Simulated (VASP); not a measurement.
Runs of VASP 6.6.1 on Ti. The structure is that of space group Fd-3m (No. 227), or close to it. The cells are those of the table. This isn't the form of Ti at room conditions, which is hcp.

```csv
task,spin,cell,k mesh,cutoff (eV),smearing,gap on the mesh (eV),pressure (GPa),moment (μB)
single point,collinear,"a = 4.148 Å, angles 60.0°, 2 atoms",15 × 15 × 15,520,fermi-dirac 0.05 eV,none,(a),4.26
single point,collinear,"a = 4.429 Å, angles 60.0°, 2 atoms",10 × 10 × 10,520,fermi-dirac 0.05 eV,none,-2.2,5.02
single point,collinear,"a = 4.087 Å, angles 60.0°, 2 atoms",15 × 15 × 15,520,fermi-dirac 0.05 eV,none,3.4,4.09
single point,"non-collinear, zero start, SOC","a = 4.030 Å, angles 60.0°, 2 atoms",10 × 10 × 10,500,fermi-dirac 0.1 eV,-,0.1,0.00
relaxation of cell and atoms,collinear,"relaxed from a = 4.070 Å, angles 60.0°, 2 atoms",10 × 10 × 10,600,fermi-dirac 0.05 eV,none,0.0,4.57
single point,collinear,"a = 4.265 Å, angles 60.0°, 2 atoms",10 × 10 × 10,520,fermi-dirac 0.05 eV,none,0.0,4.57
single point,collinear,"a = 4.375 Å, angles 60.0°, 2 atoms",10 × 10 × 10,520,fermi-dirac 0.05 eV,none,(b),(c)
```

Alike in all rows: level PBE; potentials or basis VASP PAW PBE potentials, release 64 (Ti_sv).

Task: Estimate the missing entries.

Result: (a) 2.1; (b) -1.6; (c) 4.85.

Caveats: the cell stands under pressure (at least some runs).

A gap of «none» marks levels without a gap at the run's occupations.
